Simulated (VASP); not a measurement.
Set up this calculation in VASP 6.6.1, as the native input.

```yaml
Task: relaxation of cell and atoms
Functional: PBE
Potentials_or_basis: VASP PAW PBE potentials, release 64 (In_d, P)
Cutoff: 600 eV
k_mesh: 14 × 14 × 14
Occupations: gaussian, width 0.1 eV
Spin: no spin polarisation
Dipole_correction: no
Further_INCAR_settings: ALGO = Normal; EDIFF = 1e-07; IBRION = 2; EDIFFG = -0.005; NSW = 100; ISIF = 3
```

The structure of InP lies in POSCAR:

```
InP
1.0
    0.0000000000      2.7684979608      2.7684979608
    2.7684979608      0.0000000000      2.7684979608
    2.7684979608      2.7684979608      0.0000000000
In P
1 1
Direct
    0.0000000000      0.0000000000      0.0000000000
    0.5000000000      0.5000000000      0.5000000000
```

One way to write it, as run:

INCAR

```
SYSTEM = InP
PREC = Accurate ; ENCUT = 600
EDIFF = 1E-7 ; ISMEAR = 0
SIGMA = 0.1 ; LREAL = .False.
LASPH = .True. ; NELM = 80
ALGO = Normal ; ISIF = 3
LWAVE = .False. ; LCHARG = .False.
GGA = PE ; IBRION = 2
NSW = 100 ; EDIFFG = -0.005
```

KPOINTS

```
Automatic mesh
0
Gamma
  14 14 14
  0 0 0
```

Potentials or basis: VASP PAW PBE potentials, release 64 (In_d, P).

The run is started by

```sh
$ cat potpaw_PBE.64/In_d/POTCAR potpaw_PBE.64/P/POTCAR > POTCAR
$ mpirun -np 1 vasp_std > vasp.out
```

Results of the run:

```
Relaxed volume                        : 21.26 Å³/atom
Relaxed cell                          : a = 3.918 Å, b = 3.918 Å, c = 3.918 Å, α = 60.00°, β = 60.00°, γ = 60.00°
Space group after relaxing (to 0.1 Å) : Fm-3m (No. 225)
Energy gained by relaxing             : 0.0 meV/atom
Ionic steps                           : 3
Pressure after relaxing               : 0.0 GPa
Band gap on the k mesh                : zero (bands 9 and 10 overlap by 2.63 eV)
```

Caveat: spin-orbit coupling is left out, which moves the levels of the heavy elements.

It took 46 s on 1 thread of Intel(R) Xeon(R) 6975P-C (Granite Rapids), on a shared host, peak memory 0.23 GiB.
